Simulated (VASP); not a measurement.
## SiC (NiAs type): single point with PBE

The system is SiC (NiAs type).

```xyz
4
Lattice="2.7223 0.0000 0.0000 -1.3611 2.3576 0.0000 0.0000 0.0000 4.5491" Properties=species:S:1:pos:R:3 pbc="T T T"
Si    0.0000    0.0000    0.0000
Si    0.0000    0.0000    2.2746
C     0.0000    1.5717    1.1373
C     1.3611    0.7859    3.4118
```

| Property | Result |
| --- | --- |
| Program | VASP 6.6.1 |
| Task | single point |
| Functional | PBE |
| Potentials or basis | VASP PAW PBE potentials, release 64 (Si, C) |
| Cutoff | 520 eV |
| k mesh | 12 × 12 × 7 |
| Occupations | fermi-dirac, width 0.1 eV |
| Spin | no spin polarisation |
| Dipole correction | no |
| Further INCAR settings | ALGO = Normal; EDIFF = 1e-07; NBANDS = 16 |

```json
{
 "Pressure": "50.9 GPa",
 "Band gap on the k mesh": "zero (band 8 reaches 14.27 eV, above the bottom of band 9 at 13.62 eV)"
}
```

Stress tensor (GPa, compression positive):
```
51.05  0.00  0.00
 0.00 51.05  0.00
 0.00  0.00 50.55
```

Levels at points of the mesh, in eV from the Fermi level:
```csv
k point,band 4,band 5,band 6,band 7,band 8,band 9,band 10,band 11,band 12,band 13
"(0.00, 0.00, 0.00)",-1.05,-1.05,-0.17,-0.17,-0.09,5.64,7.04,9.02,9.02,9.61
"(0.50, 0.00, 0.00)",-8.99,-7.87,-5.65,-4.49,-1.29,1.84,3.82,6.11,6.65,10.56
```

Run time: 19 s on 1 thread of Intel(R) Xeon(R) 6975P-C (Granite Rapids) (shared host), peak memory 0.15 GiB.
